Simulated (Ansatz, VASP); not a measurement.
Al3GaN4: VASP beside Ansatz

```
CELL_PARAMETERS angstrom
5.04341 0.00000 0.00011
0.00000 3.13007 0.00000
-0.00324 0.00000 5.41799
ATOMIC_POSITIONS crystal
Al 0.50099 0.50000 0.18670
Al 0.01140 0.50000 0.83432
Al 0.99433 0.00000 0.32819
Ga 0.49659 0.00000 0.65633
N 0.11263 0.00000 0.65915
N 0.12359 0.50000 0.17269
N 0.62562 0.50000 0.85262
N 0.62559 0.00000 0.33503
```

Change from the starting cell: mode 10 (414.8 1/cm) frozen in, largest displacement +0.105 Å.

Alike in both runs: task single point; functional PBEsol; k mesh 6 × 8 × 4; occupations gaussian, width 0.05 eV; no spin polarisation.

|  | VASP | Ansatz |
| --- | --- | --- |
| version | VASP 6.6.1 | Ansatz 0.2.0 |
| potentials or method | VASP PAW PBE potentials, release 64 (Al, Ga_d, N), cutoff 520 eV | scalar-relativistic, plane waves, PAW |
| valence electrons in the cell | 42 | 42 |

```tsv
	VASP	Ansatz	Ansatz less VASP
gap on the k mesh at the Fermi level (eV)	3.08	3.07	-0.014
least direct gap on the mesh (eV)	3.08	3.07	-0.014
pressure (GPa)	0.4	0.5	+0.08
traceless stress, the component that is largest in VASP (GPa)	-1.38	-1.41	-0.031
rms of the force components (eV/Å)	0.695	0.697	+0.0022
```

VASP's potentials were made for PBE, not for PBEsol. Atom by atom the forces differ by 0.008 eV/Å (rms over components).
